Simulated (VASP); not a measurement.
# Hf (Pm-3m) in VASP: settings compared, part 2 of 2

VASP 6.6.1.

### Step 5. Single point, PBE

The input, INCAR:

```
SYSTEM = Hf
PREC = Accurate
ENCUT = 520
EDIFF = 1E-6
ISMEAR = 0
SIGMA = 0.011
LREAL = .FALSE.
LASPH = .TRUE.
NELM = 100
ALGO = Fast
ISIF = 2
LWAVE = .FALSE.
LCHARG = .FALSE.
GGA = PE
NBANDS = 11
```

The input, KPOINTS:

```
Automatic mesh
0
G
  9 9 9
  0 0 0
```

The input, POSCAR:

```
Hf
1.0
    2.9138100000      0.0000000000      0.0000000000
    0.0000000000      2.9138100000      0.0000000000
    0.0000000000      0.0000000000      2.9138100000
Hf
1
Direct
    0.5000000000      0.5000000000      0.5000000000
```

Potentials or basis: VASP PAW PBE potentials, release 64 (Hf_pv).

On the command line:

```console
$ cat potpaw_PBE.64/Hf_pv/POTCAR > POTCAR
$ mpirun -np 1 vasp_std > vasp.out
```

OUTCAR:

```text
SYSTEM = Hf
   PREC = Accurate
   ENCUT = 520
   EDIFF = 1E-6
   ISMEAR = 0
   LREAL = .FALSE.
   LASPH = .TRUE.
   NELM = 100
   ISIF = 2
   GGA = PE

 ion  position               nearest neighbor table
   1  0.500  0.500  0.500-

  LATTYP: Found a simple cubic cell.
 ALAT       =     2.9138100000

  Lattice vectors:

 A1 = (   2.9138100000,   0.0000000000,   0.0000000000)
 A2 = (   0.0000000000,   2.9138100000,   0.0000000000)
 A3 = (   0.0000000000,   0.0000000000,   2.9138100000)

Analysis of symmetry for initial positions (statically):
=====================================================================
 Subroutine PRICEL returns:
 Original cell was already a primitive cell.

 Routine SETGRP: Setting up the symmetry group for a
 simple cubic supercell.

 Subroutine GETGRP returns: Found 48 space group operations
 (whereof 48 operations were pure point group operations)
 out of a pool of 48 trial point group operations.

The static configuration has the point symmetry O_h .

Analysis of symmetry for dynamics (positions and initial velocities):
=====================================================================
 Subroutine PRICEL returns:
 Original cell was already a primitive cell.

 Routine SETGRP: Setting up the symmetry group for a
 simple cubic supercell.

 Subroutine GETGRP returns: Found 48 space group operations
 (whereof 48 operations were pure point group operations)
 out of a pool of 48 trial point group operations.

The dynamic configuration has the point symmetry O_h .

 Subroutine INISYM returns: Found 48 space group operations
 (whereof 48 operations are pure point group operations),
 and found     1 'primitive' translations

----------------------------------------------------------------------------------------

                                     Primitive cell

  volume of cell :      24.7391
[... 106 lines left out ...]
     AMIX     =   0.40;   BMIX     =  1.00
     AMIX_MAG =   1.60;   BMIX_MAG =  1.00
  volume/ion in A,a.u.               =      24.74       166.95
  Fermi-wavevector in a.u.,A,eV,Ry     =   1.210450  2.287419 19.935117  1.465190
  Thomas-Fermi vector in A             =   2.345997
   LORBIT       =      0    0 simple, 1 ext, 2 COOP (PROOUT), +10 PAW based schemes
   GGA     = PE    functional components
   LHFCALC =     F    Hartree Fock is set to
   AEXX    =    0.0000 exact exchange contribution
   IVDW    =     0    specifies the selected vdW correction
   LEPSILON=     F    determine dielectric tensor
   LRPA    =     F    only Hartree local field effects (RPA)
 non-spin polarized calculation
 RMM-DIIS sequential band-by-band and
 Gauss-broadening in eV      SIGMA  =   0.01
  energy-cutoff  :      520.00
  volume of cell :       24.74
 maximum number of plane-waves:       691
 NGX is ok and might be reduce to    24
   NGX = 11   NGY = 11   NGZ = 11

 number of electron      10.0000004 magnetization

 Free energy of the ion-electron system (eV)
  ---------------------------------------------------
  ext. energy  EPLUGINS =         0.00000000
  ---------------------------------------------------
  free energy    TOTEN  =        -8.85663671 eV

  energy without entropy =       -8.85656383  energy(sigma->0) =       -8.85660027

 E-fermi :   3.7406     XC(G=0): -10.7317

 val. band max:        3.7281514976   @ k =   0.2222   0.1111   0.1111
 cond. band min:       3.7580711894   @ k =   0.4444   0.3333   0.3333
 fundamental gap:      0.0299196919
 Fermi energy:         3.7406402383

 k-point     1 :       0.0000    0.0000    0.0000
  band No.  band energies     occupation
      1     -26.1339      2.00000
      2     -26.1339      2.00000
      3     -26.1339      2.00000
      4      -2.6647      2.00000
      5       2.4227      2.00000
      6       2.4227      2.00000
      7      10.3057      0.00000
      8      10.3057      0.00000
      9      10.3057      0.00000
     10      16.6596      0.00000
     11      16.6596      0.00000
[... 309 lines left out ...]
 k-point    24 :       0.4444    0.3333    0.1111
  band No.  band energies     occupation
      1     -26.9244      2.00000
      2     -26.7130      2.00000
      3     -26.1004      2.00000
      4       1.6601      2.00000
      5       3.2023      2.00000
      6       5.8729      0.00000
      7       6.0790      0.00000
      8       8.0888      0.00000
      9       9.1932      0.00000
     10      13.4890      0.00000
     11      16.5465      0.00000

 [... further k-points ...]
[... 5 lines left out ...]
  --------------------------------------------------------------------------------------
  -------------------------------------------------------------------------------------
  Total        0.0922360      0.0922360      0.0922360     -0.0000000     -0.0000000     -0.0000000
  in kB        5.9734780      5.9734780      5.9734780     -0.0000000     -0.0000000     -0.0000000
  external PRESSURE =       5.9734780 kB  Pullay stress =       0.0000000 kB

 VOLUME and BASIS-vectors are now :
 -----------------------------------------------------------------------------
  energy-cutoff  :      520.00
  volume of cell :       24.74
      direct lattice vectors                 reciprocal lattice vectors
     2.913810000  0.000000000  0.000000000     0.343193276  0.000000000  0.000000000
     0.000000000  2.913810000  0.000000000     0.000000000  0.343193276  0.000000000
     0.000000000  0.000000000  2.913810000     0.000000000  0.000000000  0.343193276

 POSITION                                       TOTAL-FORCE (eV/Angst)
 -----------------------------------------------------------------------------------
      1.45690      1.45690      1.45690         0.000000      0.000000      0.000000
 -----------------------------------------------------------------------------------
    total drift:                                0.000000     -0.000000     -0.000000

  FREE ENERGIE OF THE ION-ELECTRON SYSTEM (eV)
  ---------------------------------------------------
  free  energy   TOTEN  =        -8.8566367114 eV

  energy  without entropy=       -8.8565638260  energy(sigma->0) =       -8.85660027
```

Run time: 14 s. Hardware: 1 thread of AMD EPYC 7R13, shared host; peak memory 0.11 GiB.

What came out:

```yaml
Free_energy: -8.8566 eV
Pressure: 0.6 GPa
Band_gap_on_the_k_mesh: zero (band 5 reaches 4.49 eV, above the bottom of band 6 at 2.42 eV)
```

Caveat: spin-orbit coupling is left out, which moves the levels of the heavy elements.

### Step 6. The runs side by side

| task | level | cell | k mesh | cutoff (eV) | smearing | grid for exact exchange (PRECFOCK) | screening parameter | gap on the mesh (eV) | pressure (GPa) | relaxed volume (Å³/atom) |
| --- | --- | --- | --- | --- | --- | --- | --- | --- | --- | --- |
| relaxation of cell and atoms | PBE+D3(BJ) | relaxed | 9 × 9 × 9 | 600 | fermi-dirac 0.05 eV | - | - | none | -0.1 | 23.81 |
| relaxation of cell and atoms | PBE+D4 | relaxed | 9 × 9 × 9 | 600 | fermi-dirac 0.05 eV | - | - | none | 0.0 | 24.30 |
| single point | HSE06 | as given | 5 × 5 × 5 | 520 | fermi-dirac 0.05 eV | Normal | 0.2079 1/Å | none | -0.2 | - |
| single point | PBE | as given | 9 × 9 × 9 | 520 | gaussian 0.011 eV | - | - | none | 0.6 | - |

Alike in all rows: potentials or basis VASP PAW PBE potentials, release 64 (Hf_pv); no spin polarisation.

Caveats: some runs use coarse meshes; spin-orbit coupling is left out, which moves the levels of the heavy elements; pairwise dispersion overbinds metals, which lowers pressure and volume (some runs); the PAW data sets were made with another functional, which shifts forces and pressure a little (some runs).

Absolute energies hang on the potentials; compare differences alone.
